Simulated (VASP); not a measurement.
Write the native input for VASP 6.6.1 that does the following.

* Task: single point
* Functional: PBE
* Potentials or basis: VASP PAW PBE potentials, release 64 (Fe, Mn_pv, N)
* Cutoff: 520 eV
* k mesh: 11 × 11 × 4
* Occupations: fermi-dirac, width 0.05 eV
* Spin: collinear spin, ferromagnetic start
* Starting moments: [3.0, 3.0, 4.0, 0.0, 0.0] μB
* Dipole correction: no
* Further INCAR settings: ALGO = Normal; EDIFF = 1e-07; NBANDS = 32

The structure of MnFe2N2 lies in POSCAR:

```
MnFe2N2
1.0
    2.8941413859      0.0000000000      0.0000000000
   -1.4470706929      2.5063999623      0.0000000000
    0.0000000000      0.0000000000      6.2943681112
Fe Mn N
2 1 2
Direct
    0.3333333333      0.6666666667      0.8328020000
    0.6666666667      0.3333333333      0.1671980000
    0.0000000000      0.0000000000      0.5000000000
    0.3333333333      0.6666666667      0.2931870000
    0.6666666667      0.3333333333      0.7068130000
```

One way to write it, as run:

INCAR

```
SYSTEM = MnFe2N2
  PREC = Accurate
  ENCUT = 520
  EDIFF = 1E-7
  ISMEAR = -1
  SIGMA = 0.05
  LREAL = .FALSE.
  LASPH = .TRUE.
  NELM = 150
  ALGO = Normal
  ISIF = 2
  LWAVE = .FALSE.
  LCHARG = .TRUE.
  ISPIN = 2
  MAGMOM = 3 3 4 0 0
  LORBIT = 11
  LMAXMIX = 4
  GGA = PE
  LELF = .TRUE.
  LVHAR = .TRUE.
  NBANDS = 32
```

KPOINTS

```
Automatic mesh
0
G
  11 11 4
  0 0 0
```

Potentials or basis: VASP PAW PBE potentials, release 64 (Fe, Mn_pv, N).

Run with:

```console
$ cat potpaw_PBE.64/Fe/POTCAR potpaw_PBE.64/Mn_pv/POTCAR potpaw_PBE.64/N/POTCAR > POTCAR
$ mpirun -np 1 vasp_std > vasp.out
```

Results of the run:

The pressure is 0.0 GPa. The largest force is 0.133 eV/Å. The net moment is 2.76 μB per cell. The site moments are Fe +0.11; Mn +2.60; N -0.03 μB. The valence electrons inside the program's atomic spheres are Fe 7.62; Mn 11.73; N 3.71.

Caveat: only a ferromagnetic start was run, and an antiferromagnetic order may lie lower in energy.

Wall time 6.3 min on 1 thread of AMD EPYC 7R43 64-Core Processor (Zen 3), on a shared host, peak memory 0.24 GiB.
